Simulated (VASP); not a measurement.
A run of VASP 6.6.1:

Contents of POSCAR:

```
SiO2
1.0
    5.0690738885      0.0000000000      0.0000000000
   -2.5345369442      4.3899467611      0.0000000000
    0.0000000000      0.0000000000      8.5584885400
Si O
4 8
Direct
    0.6666666667      0.3333333333      0.9371258000
    0.6666666667      0.3333333333      0.5628742000
    0.3333333333      0.6666666667      0.0628742000
    0.3333333333      0.6666666667      0.4371258000
    0.0000000000      0.4212587450      0.0000000000
    0.4212587450      0.4212587450      0.5000000000
    0.5787412550      0.0000000000      0.5000000000
    0.5787412550      0.5787412550      0.0000000000
    0.0000000000      0.5787412550      0.5000000000
    0.6666666667      0.3333333333      0.7500000000
    0.3333333333      0.6666666667      0.2500000000
    0.4212587450      0.0000000000      0.0000000000
```

File INCAR.step1:

```
SYSTEM = SiO2
PREC = Accurate
ENCUT = 520
ISMEAR = -1
SIGMA = 0.01
LREAL = .False.
LASPH = .True.
NELM = 80
NBANDS = 44
GGA = PE
ALGO = Normal
EDIFF = 1E-4
LWAVE = .True.
LCHARG = .False.
```

INCAR.step2

```
SYSTEM = SiO2
PREC = Accurate
ENCUT = 520
EDIFF = 1E-8
ISMEAR = -1
SIGMA = 0.01
LREAL = .False.
LASPH = .True.
NELM = 80
ALGO = Normal
ISIF = 2
LWAVE = .False.
LCHARG = .False.
METAGGA = R2SCAN
LMIXTAU = .True.
LEFG = .True.
NBANDS = 44
ISTART = 1
```

KPOINTS

```
Automatic mesh
0
Gamma
  6 6 3
  0 0 0
```

Potentials or basis: VASP PAW PBE potentials, release 64 (Si, O).

Command:

```sh
$ cat potpaw_PBE.64/Si/POTCAR potpaw_PBE.64/O/POTCAR > POTCAR
$ cp INCAR.step1 INCAR
$ mpirun -np 1 vasp_std > vasp.out
$ cp INCAR.step2 INCAR
$ mpirun -np 1 vasp_std > vasp.out
```

Hardware: 1 thread of AMD EPYC 7R43 64-Core Processor (Zen 3), on a shared host.

How long does it take, and how much memory?

Run time: 13 min on 1 thread of AMD EPYC 7R43 64-Core Processor (Zen 3), on a shared host, peak memory 0.35 GiB. Counts: k points 14.
